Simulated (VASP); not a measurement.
A run of VASP 6.6.1:

Contents of INCAR:

```
SYSTEM = KI
PREC = Accurate ; ENCUT = 600
EDIFF = 1E-6 ; ISMEAR = 0
SIGMA = 0.02 ; LREAL = .FALSE.
LASPH = .TRUE. ; NELM = 100
ALGO = Normal ; ISIF = 3
LWAVE = .FALSE. ; LCHARG = .FALSE.
GGA = PE ; IBRION = 2
NSW = 65 ; EDIFFG = -0.01
```

Contents of KPOINTS:

```
regular mesh
0
G
  6 6 2
  0 0 0
```

File POSCAR:

```
KI
1.0
    5.0747965705      0.0000000000      0.0000000000
   -2.5373982853      4.3949027491      0.0000000000
    0.0000000000      0.0000000000     20.7176523779
K I
5 5
Direct
    0.0000000000      0.0000000000      0.0000000000
    0.3333333333      0.6666666667      0.2000000000
    0.6666666667      0.3333333333      0.4000000000
    0.0000000000      0.0000000000      0.6000000000
    0.6666666667      0.3333333333      0.8000000000
    0.6666666667      0.3333333333      0.1000000000
    0.0000000000      0.0000000000      0.3000000000
    0.3333333333      0.6666666667      0.5000000000
    0.3333333333      0.6666666667      0.7000000000
    0.3333333333      0.6666666667      0.9000000000
```

Potentials or basis: VASP PAW PBE potentials, release 64 (K_sv, I).

Launch:

```console
$ cat potpaw_PBE.64/K_sv/POTCAR potpaw_PBE.64/I/POTCAR > POTCAR
$ mpirun -np 1 vasp_std > vasp.out
```

Hardware: 1 thread of Intel(R) Xeon(R) 6975P-C (Granite Rapids), with other jobs on the host.

Task: Estimate the wall time of this run.

Result: Run time: 40 min on 1 thread of Intel(R) Xeon(R) 6975P-C (Granite Rapids) (shared host), peak memory 0.87 GiB. Counts: scf iterations 112, k points 14, ion steps 13.
